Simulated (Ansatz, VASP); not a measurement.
## Two plane-wave programs on CdO

Contents of INCAR:

```
SYSTEM = CdO
ALGO = Normal ; EDIFF = 1E-6
ENCUT = 600 ; GGA = PE
GGA_COMPAT = .FALSE. ; ISIF = 2
ISMEAR = 0 ; IVDW = 13
LASPH = .TRUE. ; LCHARG = .TRUE.
LELF = .TRUE. ; LREAL = .FALSE.
LVHAR = .TRUE. ; LWAVE = .FALSE.
NBANDS = 16 ; NELM = 120
PREC = Accurate ; SIGMA = 0.05
```

The input KPOINTS:

```
k-points
0
G
  8 8 8
  0 0 0
```

The input POSCAR:

```
CdO
1.0
    0.0000000000      2.3475826650      2.3475826650
    2.3475826650      0.0000000000      2.3475826650
    2.3475826650      2.3475826650      0.0000000000
Cd O
1 1
Direct
    0.0000000000      0.0000000000      0.0000000000
    0.5000000000      0.5000000000      0.5000000000
```

Input for Ansatz:

```yaml
crystal:
  lattice:
    - [0.0, 2.347582665, 2.347582665]
    - [2.347582665, 0.0, 2.347582665]
    - [2.347582665, 2.347582665, 0.0]
  atoms:
    - { symbol: Cd, position: [0.0, 0.0, 0.0] }
    - { symbol: O, position: [0.5, 0.5, 0.5] }
basis:
  ecutwfc: 420
  ecutrho_ratio: 4
kpoints:
  mp_grid: { grid: [8, 8, 8] }
hamiltonian:
  xc: pbe
  dispersion: d4
scf:
  occupations: { method: gaussian, width: 0.05 }
output:
  forces: true
  stress: true
  eigenvalues: true
```

Alike in both runs: task single point; functional PBE; dispersion D4; k mesh 8 × 8 × 8; occupations gaussian, width 0.05 eV; no spin polarisation.

|  | VASP | Ansatz |
| --- | --- | --- |
| version | VASP 6.6.1 | Ansatz 0.2.0 |
| potentials or method | VASP PAW PBE potentials, release 64 (Cd, O), cutoff 600 eV | scalar-relativistic, plane waves, PAW |
| valence electrons in the cell | 18 | 26 |

VASP gave:

| Property | Result |
| --- | --- |
| gap on the k mesh at the Fermi level (eV) | none |
| pressure (GPa) | 4.2 |

**Question.** Estimate Ansatz's values.

**Answer.** gap on the k mesh at the Fermi level (eV): none; pressure (GPa): 2.9.

A gap of «none» marks a metal or a gap that the smearing closes. VASP's potentials hold 18 valence electrons a cell and Ansatz's 26, so a difference there can come from the potentials and not from the codes.
